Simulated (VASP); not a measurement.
# CuI (Fm-3m) in VASP: notebook

Aim: see how the results for CuI move with the level of theory and the settings. Levels: revPBE, PBE. Tasks: single point, relaxation of the atoms.

Program: VASP 6.6.1. These are calculated values, not measurements. Logs are shortened: lines on timing, memory, paths and dates and some standing lists are left out, and cuts for length are marked.

### Step 1. The cell of the first run

The structure is cubic, space group Fm-3m (No. 225). Conventional cell: a = 5.424 Å, b = 5.424 Å, c = 5.424 Å, α = 90.00°, β = 90.00°, γ = 90.00°. Cu (site symmetry m-3m) has 6 I at 2.71 Å within 3.6 Å. Within 3.6 Å of I (site symmetry m-3m) lie 6 Cu at 2.71 Å.

### Step 2. Single point, revPBE

INCAR

```
ALGO = Normal
EDIFF = 1E-6
ENCUT = 520
GGA = RE
ISIF = 2
ISMEAR = 0
ISYM = 0
LASPH = True
LCHARG = False
LREAL = False
LWAVE = False
NBANDS = 16
NELM = 60
PREC = Accurate
SIGMA = 0.1
```

KPOINTS

```
Automatic mesh
0
Gamma
  4 4 3
  0.25 0.25 0.25
```

POSCAR

```
CuI
1.0
    0.0000000000      2.7122287874      2.7122287874
    2.7122287874      0.0000000000      2.7122287874
    2.7122287874      2.7122287874      0.0000000000
Cu I
1 1
Direct
    0.0000000000      0.0000000000      0.0000000000
    0.5000000000      0.5000000000      0.5000000000
```

Potentials or basis: VASP PAW PBE potentials, release 64 (Cu, I).

The run is started by

```sh
> cat potpaw_PBE.64/Cu/POTCAR potpaw_PBE.64/I/POTCAR > POTCAR
> mpirun -np 1 vasp_std > vasp.out
```

OUTCAR:

```text
EDIFF = 1E-6
   ENCUT = 520
   GGA = RE
   ISIF = 2
   ISMEAR = 0
   ISYM = 0
   LASPH = True
   LREAL = False
   NELM = 60
   PREC = Accurate

 ion  position               nearest neighbor table
   1  0.000  0.000  0.000-   2 2.71   2 2.71   2 2.71   2 2.71   2 2.71   2 2.71
   2  0.500  0.500  0.500-   1 2.71   1 2.71   1 2.71   1 2.71   1 2.71   1 2.71

IMPORTANT INFORMATION: All symmetrisations will be switched off!
NOSYMM: (Re-)initialisation of all symmetry stuff for point group C_1.

----------------------------------------------------------------------------------------

                                     Primitive cell

  volume of cell :      39.9033

  direct lattice vectors                    reciprocal lattice vectors
     0.000000000  2.712228787  2.712228787    -0.184350230  0.184350230  0.184350230
     2.712228787  0.000000000  2.712228787     0.184350230 -0.184350230  0.184350230
     2.712228787  2.712228787  0.000000000     0.184350230  0.184350230 -0.184350230

  length of vectors
     3.835670735  3.835670735  3.835670735     0.319303964  0.319303964  0.319303964

  position of ions in fractional coordinates (direct lattice)
     0.000000000  0.000000000  0.000000000
     0.500000000  0.500000000  0.500000000

  ion indices of the primitive-cell ions
   primitive index   ion index
                 1           1
                 2           2

----------------------------------------------------------------------------------------

 KPOINTS: Automatic mesh

Automatic generation of k-mesh.
 Grid dimensions read from file:
 generate k-points for:    4    4    3

 Generating k-lattice:

  Cartesian coordinates                     Fractional coordinates (reciprocal lattice)
    -0.046087557  0.046087557  0.046087557     0.250000000  0.000000000  0.000000000
     0.046087557 -0.046087557  0.046087557     0.000000000  0.250000000  0.000000000
     0.061450077  0.061450077 -0.061450077     0.000000000  0.000000000  0.333333333

  Length of vectors
     0.079825991  0.079825991  0.106434655

  Shift w.r.t. Gamma in fractional coordinates (k-lattice)
     0.250000000  0.250000000  0.250000000

 -----------------------------------------------------------------------------
|                                                                             |
|           W    W    AA    RRRRR   N    N  II  N    N   GGGG   !!!           |
|           W    W   A  A   R    R  NN   N  II  NN   N  G    G  !!!           |
|           W    W  A    A  R    R  N N  N  II  N N  N  G       !!!           |
|           W WW W  AAAAAA  RRRRR   N  N N  II  N  N N  G  GGG   !            |
|           WW  WW  A    A  R   R   N   NN  II  N   NN  G    G                |
|           W    W  A    A  R    R  N    N  II  N    N   GGGG   !!!           |
|                                                                             |
|     Your reciprocal lattice and k-lattice belong to different lattice       |
|     classes:                                                                |
|                                                                             |
|        The reciprocal lattice is body-centered cubic,                       |
|        whereas your k-lattice is base-centered monoclinic.                  |
|                                                                             |
|     Results are often still useful ...                                      |
|                                                                             |
 -----------------------------------------------------------------------------

 WARNING: IBZKPT: internal override: KBLOWUP is changed to .FALSE.
      ... skipping the blow-up phase ...

 Subroutine IBZKPT returns following result:
 ===========================================

 Found     48 irreducible k-points:

 Following reciprocal coordinates:
            Coordinates               Weight
  0.062500  0.062500  0.083333      1.000000
  0.312500  0.062500  0.083333      1.000000
 -0.437500  0.062500  0.083333      1.000000
 -0.187500  0.062500  0.083333      1.000000
  0.062500  0.312500  0.083333      1.000000
  0.312500  0.312500  0.083333      1.000000
[... 16 lines left out ...]
 -0.437500  0.312500  0.416667      1.000000
 -0.187500  0.312500  0.416667      1.000000
 [... further k-points ...]
   k-points           NKPTS =     48   k-points in BZ     NKDIM =     48   number of bands    NBANDS=     16
   number of dos      NEDOS =    301   number of ions     NIONS =      2
   total plane-waves  NPLWV =  27000
   dimension x,y,z NGX =    30 NGY =   30 NGZ =   30
   dimension x,y,z NGXF=    60 NGYF=   60 NGZF=   60
   ions per type =               1   1
   NGX,Y,Z   is equivalent  to a cutoff of  13.00, 13.00, 13.00 a.u.
   NGXF,Y,Z  is equivalent  to a cutoff of  26.01, 26.01, 26.01 a.u.
 SYSTEM =  unknown system
   PREC   = accura    normal or accurate (medium, high low for compatibility)
   ISTART =      0    job   : 0-new  1-cont  2-samecut
   ICHARG =      2    charge: 1-file 2-atom 10-const
   ISPIN  =      1    spin polarized calculation?
   LNONCOLLINEAR =      F non collinear calculations
   LSORBIT =      F    spin-orbit coupling
   LASPH  =      T    aspherical Exc in radial PAW
   ENCUT  =  520.0 eV  38.22 Ry    6.18 a.u.   7.13  7.13  7.13*2*pi/ulx,y,z
   NELM   =     60;   NELMIN=  2; NELMDL= -5     # of ELM steps
   EDIFF  = 0.1E-05   stopping-criterion for ELM
   LREAL  =      F    real-space projection
   EDIFFG = 0.1E-04   stopping-criterion for IOM
   NSW    =      0    number of steps for IOM
   IBRION =     -1    ionic relax: 0-MD 1-quasi-New 2-CG
   NFREE  =      0    steps in history (QN), initial steepest desc. (CG)
   ISIF   =      2    stress and relaxation
   ISYM   =      0    0-nonsym 1-usesym 2-fastsym
   POTIM  = 0.5000    time-step for ionic-motion
   TEBEG  =    0.0;   TEEND  =   0.0 temperature during run
   PSTRESS=    0.0 pullay stress
   NELECT =      18.0000    total number of electrons
   NUPDOWN=      -1.0000    fix difference up-down
   EMIN   =  10.00;   EMAX   =-10.00  energy-range for DOS
   EFERMI =   0.00;   METHOD = LEGACY
   ISMEAR =     0;   SIGMA  =   0.10  broadening in eV -4-tet -1-fermi 0-gaus
   EFERMI_NEDOS =   21; number of points for ismear=-14 and -15
   IALGO  =     38    algorithm
   IMIX   =      4    mixing-type and parameters
     AMIX     =   0.40;   BMIX     =  1.00
     AMIX_MAG =   1.60;   BMIX_MAG =  1.00
  volume/ion in A,a.u.               =      19.95       134.64
  Fermi-wavevector in a.u.,A,eV,Ry     =   1.255537  2.372620 21.447842  1.576372
  Thomas-Fermi vector in A             =   2.389288
   LORBIT       =      0    0 simple, 1 ext, 2 COOP (PROOUT), +10 PAW based schemes
   GGA     = RE    functional components
   LHFCALC =     F    Hartree Fock is set to
   AEXX    =    0.0000 exact exchange contribution
   IVDW    =     0    specifies the selected vdW correction
   LEPSILON=     F    determine dielectric tensor
   LRPA    =     F    only Hartree local field effects (RPA)
 non-spin polarized calculation
 Gauss-broadening in eV      SIGMA  =   0.10
  energy-cutoff  :      520.00
  volume of cell :       39.90
 maximum number of plane-waves:      1086
 NGX is ok and might be reduce to    30
   NGX = 15   NGY = 15   NGZ = 15

 number of electron      18.0000002 magnetization

 Free energy of the ion-electron system (eV)
  ---------------------------------------------------
  ext. energy  EPLUGINS =         0.00000000
  ---------------------------------------------------
  free energy    TOTEN  =        -4.12493243 eV

  energy without entropy =       -4.12212904  energy(sigma->0) =       -4.12353073

 E-fermi :   8.4990     XC(G=0): -10.7489

 val. band max:        8.4946691586   @ k =   0.3125   0.3125   0.4167
 cond. band min:       9.0329651811   @ k =   0.0625  -0.4375   0.4167
 fundamental gap:      0.5382960225
 Fermi energy:         8.4989717208

 k-point     1 :       0.0625    0.0625    0.0833
  band No.  band energies     occupation
      1      -6.8616      2.00000
      2       5.5663      2.00000
      3       5.5766      2.00000
      4       5.6875      2.00000
      5       5.8629      2.00000
      6       5.8637      2.00000
[... 8 lines left out ...]
     15      17.1751      0.00000
     16      17.4263      0.00000

 k-point     2 :       0.3125    0.0625    0.0833
  band No.  band energies     occupation
      1      -6.2200      2.00000
      2       2.8350      2.00000
      3       4.5933      2.00000
      4       4.6541      2.00000
      5       5.9879      2.00000
      6       6.0265      2.00000
[... 8 lines left out ...]
     15      17.4846      0.00000
     16      18.8013      0.00000

 k-point     3 :      -0.4375    0.0625    0.0833
  band No.  band energies     occupation
      1      -5.4852      2.00000
      2       0.9108      2.00000
      3       4.0884      2.00000
      4       4.1851      2.00000
      5       6.1441      2.00000
      6       6.1582      2.00000
[... 8 lines left out ...]
     15      20.5557      0.00000
     16      21.2594      0.00000

 k-point     4 :      -0.1875    0.0625    0.0833
  band No.  band energies     occupation
      1      -6.3358      2.00000
      2       3.2232      2.00000
      3       4.6952      2.00000
      4       4.8282      2.00000
      5       5.9409      2.00000
      6       6.0087      2.00000
[... 8 lines left out ...]
     15      17.7261      0.00000
     16      18.2328      0.00000
[... 324 lines left out ...]
 k-point    22 :       0.3125    0.3125    0.4167
  band No.  band energies     occupation
      1      -5.8288      2.00000
      2       1.8321      2.00000
      3       4.2440      2.00000
      4       4.3299      2.00000
      5       6.0661      2.00000
      6       6.1053      2.00000
[... 8 lines left out ...]
     15      17.8805      0.00000
     16      20.7192      0.00000

 k-point    23 :      -0.4375    0.3125    0.4167
  band No.  band energies     occupation
      1      -5.3944      2.00000
      2       1.5536      2.00000
      3       3.5289      2.00000
      4       4.1221      2.00000
      5       6.0977      2.00000
      6       6.1643      2.00000
[... 8 lines left out ...]
     15      19.4683      0.00000
     16      20.8029      0.00000

 k-point    24 :      -0.1875    0.3125    0.4167
  band No.  band energies     occupation
      1      -5.1759      2.00000
      2       2.1366      2.00000
      3       3.2173      2.00000
      4       3.9181      2.00000
      5       5.9455      2.00000
      6       6.2338      2.00000
[... 8 lines left out ...]
     15      21.2834      0.00000
     16      23.0180      0.00000

 [... further k-points ...]
[... 5 lines left out ...]
  --------------------------------------------------------------------------------------
  -------------------------------------------------------------------------------------
  Total        3.5711643      3.5711700      3.1207514     -0.0176274     -0.0070395     -0.0070407
  in kB      143.3875554    143.3877806    125.3028070     -0.7077655     -0.2826451     -0.2826951
  external PRESSURE =     137.3593810 kB  Pullay stress =       0.0000000 kB

 VOLUME and BASIS-vectors are now :
 -----------------------------------------------------------------------------
  energy-cutoff  :      520.00
  volume of cell :       39.90
      direct lattice vectors                 reciprocal lattice vectors
     0.000000000  2.712228787  2.712228787    -0.184350230  0.184350230  0.184350230
     2.712228787  0.000000000  2.712228787     0.184350230 -0.184350230  0.184350230
     2.712228787  2.712228787  0.000000000     0.184350230  0.184350230 -0.184350230

 POSITION                                       TOTAL-FORCE (eV/Angst)
 -----------------------------------------------------------------------------------
      0.00000      0.00000      0.00000         0.000000     -0.000000      0.000000
      2.71223      2.71223      2.71223        -0.000000      0.000000     -0.000000
 -----------------------------------------------------------------------------------
    total drift:                               -0.000000      0.000000     -0.000000

  FREE ENERGIE OF THE ION-ELECTRON SYSTEM (eV)
  ---------------------------------------------------
  free  energy   TOTEN  =        -4.1249324344 eV

  energy  without entropy=       -4.1221290356  energy(sigma->0) =       -4.12353073
```

Run time: 54 s. Hardware: 1 thread of Intel Xeon 6975P-C, shared host; peak memory 0.19 GiB.

What came out:

* Free energy: -4.1249 eV
* Pressure: 13.7 GPa
* Band gap on the k mesh: zero (band 9 reaches 8.49 eV, above the bottom of band 10 at 8.22 eV)

Caveat: the k points lie up to 0.67 Å⁻¹ apart; the PAW data sets were made with another functional, which shifts forces and pressure a little; spin-orbit coupling is left out, which moves the levels of the heavy elements; semilocal functionals often make such compounds metallic where correlation or magnetic order opens a gap, which also shifts bond lengths.

### Step 3. Relaxation of the atoms, PBE

This run uses another cell than the first one, of 23.44 Å³/atom, 1.175 times its volume.

INCAR

```
SYSTEM = CuI
ALGO = Normal ; EDIFF = 1E-6
EDIFFG = -0.003 ; ENCUT = 520
GGA = PE ; IBRION = 2
ISIF = 2 ; ISMEAR = 0
LASPH = .TRUE. ; LCHARG = .FALSE.
LREAL = .FALSE. ; LWAVE = .FALSE.
NELM = 60 ; NSW = 25
PREC = Accurate ; SIGMA = 0.1
```

KPOINTS

```
k-points
0
G
  4 4 4
  0 0 0
```

POSCAR

```
CuI
1.0
    0.0000000000      2.8620890000      2.8620890000
    2.8620890000      0.0000000000      2.8620890000
    2.8620890000      2.8620890000      0.0000000000
Cu I
1 1
Direct
    0.0000000000      0.0000000000      0.0000000000
    0.5000000000      0.5000000000      0.5000000000
```

Potentials or basis: VASP PAW PBE potentials, release 64 (Cu, I).

The run is started by

```sh
> cat potpaw_PBE.64/Cu/POTCAR potpaw_PBE.64/I/POTCAR > POTCAR
> mpirun -np 1 vasp_std > vasp.out
```

It took 15 s on 1 thread of Intel Xeon 6975P-C, shared host; peak memory 0.16 GiB.

The run converged. Its results:

| Property | Result |
| --- | --- |
| Free energy | -5.0595 eV |
| Pressure after relaxing | 0.6 GPa |
| Band gap on the k mesh | zero (band 9 reaches 6.16 eV, above the bottom of band 10 at 5.75 eV) |

Final structure:
```
CELL_PARAMETERS angstrom
0.00000 2.86209 2.86209
2.86209 0.00000 2.86209
2.86209 2.86209 0.00000
ATOMIC_POSITIONS crystal
Cu 0.00000 0.00000 0.00000
I 0.50000 0.50000 0.50000
```

Levels at points of the mesh, in eV from the Fermi level:
```
           k point  band 6  band 7  band 8  band 9  band 10  band 11  band 12  band 13
(0.00, 0.00, 0.00)   -1.99   -1.76   -1.76   -1.76     0.92     7.37     7.37     7.37
(0.50, 0.00, 0.00)   -1.78   -1.68   -0.03   -0.03     2.83     4.44     4.44     5.66
(0.50, 0.50, 0.00)   -1.90   -1.70   -1.70   -1.59    -0.43     4.46    10.04    10.04
```

Caveat: the k points lie up to 0.48 Å⁻¹ apart; the relaxation stopped at its first step, so nothing moved; spin-orbit coupling is left out, which moves the levels of the heavy elements; semilocal functionals often make such compounds metallic where correlation or magnetic order opens a gap, which also shifts bond lengths.
